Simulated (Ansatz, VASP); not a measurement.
## Two plane-wave programs on As

```xyz
2
Lattice="1.8799 1.0854 3.3296 -1.8799 1.0854 3.3296 0.0000 -2.1707 3.3296" Properties=species:S:1:pos:R:3 pbc="T T T"
As    0.0000    0.0000    7.6866
As    0.0000    0.0000    2.3021
```

Alike in both runs: functional LDA; k mesh 11 × 11 × 11; occupations fermi-dirac, width 0.05 eV; no spin polarisation.

Ansatz relaxed the structure, and its values are those at the end. VASP's run is a single point on that final structure, the one shown.

```csv
,VASP,Ansatz
version,VASP 6.6.1,Ansatz 0.2.0
potentials or method,"VASP PAW LDA potentials, release 64 (As)","PAW with Ansatz's default frozen-core files, scalar-relativistic"
plane-wave cutoff (eV),520,420
valence electrons in the cell,10,30
```

Ansatz gave:

```
pressure (GPa)                     : 0.0
rms of the force components (eV/Å) : 0.002
```

**Question.** Which values does VASP return?

**Answer.** Pressure (GPa): 0.5; rms of the force components (eV/Å): 0.039.

LDA's correlation is that of Perdew and Zunger in VASP and of Perdew and Wang (1992) in Ansatz. VASP's potentials hold 10 valence electrons a cell and Ansatz's 30, so a difference there can come from the potentials and not from the codes.
